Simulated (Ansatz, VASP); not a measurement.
## Hf in VASP and in Ansatz

```
Hf
1.0
     3.00821    0.00000    0.00000
    -1.50410    2.60518    0.00000
     0.00000    0.00000    5.71149
Hf
2
Direct
  0.33333 0.66667 0.25000
  0.66667 0.33333 0.75000
```

Alike in both runs: task single point; functional LDA; k mesh 21 × 21 × 10; occupations gaussian, width 0.15 eV; no spin polarisation.

```csv
,VASP,Ansatz
version,VASP 6.6.1,Ansatz 0.2.0
potentials or method,"VASP PAW LDA potentials, release 64 (Hf_pv), cutoff 520 eV","scalar-relativistic, plane waves, PAW"
valence electrons in the cell,20,52
```

VASP gave:

| Quantity | Value |
| --- | --- |
| gap on the k mesh at the Fermi level (eV) | none |
| pressure (GPa) | -7.4 |
| traceless stress, the component that is largest in VASP (GPa) | -7.76 |

**Question.** Estimate Ansatz's values.

**Answer.** gap on the k mesh at the Fermi level (eV): none; pressure (GPa): -7.4; traceless stress, the component that is largest in VASP (GPa): -7.88.

LDA's correlation is that of Perdew and Zunger in VASP and of Perdew and Wang (1992) in Ansatz. A gap of «none» marks a metal or a gap that the smearing closes. VASP's potentials hold 20 valence electrons a cell and Ansatz's 52, so a difference there can come from the potentials and not from the codes.

Spin-orbit coupling is off throughout.
